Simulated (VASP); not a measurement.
Wanted: the native input for a VASP 6.6.1 run.

```
Task                   : relaxation of cell and atoms
Functional             : PBE
Potentials or basis    : VASP PAW PBE potentials, release 64 (In_d, Bi_d, O)
Cutoff                 : 600 eV
k mesh                 : 4 × 4 × 4
Occupations            : gaussian, width 0.1 eV
Spin                   : no spin polarisation
Dipole correction      : no
Further INCAR settings : ALGO = Normal; EDIFF = 1e-07; IBRION = 2; EDIFFG = -0.04; NSW = 90; ISIF = 3
```

The structure of InBiO lies in POSCAR:

```
InBiO
1.0
    3.9012765700      0.0000000000      0.0000000000
    0.0000000000      3.9012765700      0.0000000000
    0.0000000000      0.0000000000      6.9809798000
In Bi O
2 2 2
Direct
    0.5000000000      0.0000000000      0.2295000000
    0.0000000000      0.5000000000      0.7705000000
    0.5000000000      0.0000000000      0.6449999800
    0.0000000000      0.5000000000      0.3550000200
    0.0000000000      0.0000000000      0.0000000000
    0.5000000000      0.5000000000      0.0000000000
```

The cell was generated, and may not be a known phase.

The input as run:

INCAR

```
  PREC = Accurate
  ENCUT = 600
  EDIFF = 1E-7
  ISMEAR = 0
  SIGMA = 0.1
  LREAL = False
  LASPH = True
  NELM = 60
  ALGO = Normal
  ISIF = 3
  LWAVE = False
  LCHARG = False
  GGA = PE
  IBRION = 2
  NSW = 90
  EDIFFG = -0.04
```

KPOINTS

```
Automatic mesh
0
Gamma
  4 4 4
```

Potentials or basis: VASP PAW PBE potentials, release 64 (In_d, Bi_d, O).

Command:

```sh
$ cat potpaw_PBE.64/In_d/POTCAR potpaw_PBE.64/Bi_d/POTCAR potpaw_PBE.64/O/POTCAR > POTCAR
$ mpirun -np 1 vasp_std > vasp.out
```

Results of the run:

- Relaxed volume: 21.59 Å³/atom
- Relaxed cell: a = 4.316 Å, b = 4.316 Å, c = 6.952 Å, α = 90.00°, β = 90.00°, γ = 90.00°
- Space group after relaxing (to 0.1 Å): P4/nmm (No. 129)
- Energy gained by relaxing: 897.2 meV/atom
- Ionic steps: 15
- Pressure after relaxing: -0.1 GPa
- Largest force after relaxing: 0.017 eV/Å
- Band gap on the k mesh: zero (bands 34 and 35 overlap by 0.42 eV)

Caveat: the k points lie up to 0.36 Å⁻¹ apart in the final cell; the volume moved by over 15 % at a fixed basis, so the end points are rough; spin-orbit coupling is left out, which moves the levels of the heavy elements.

Wall time 11 min on 1 thread of AMD EPYC 9R45 96-Core Processor (Zen 5), on a shared host, peak memory 0.26 GiB.
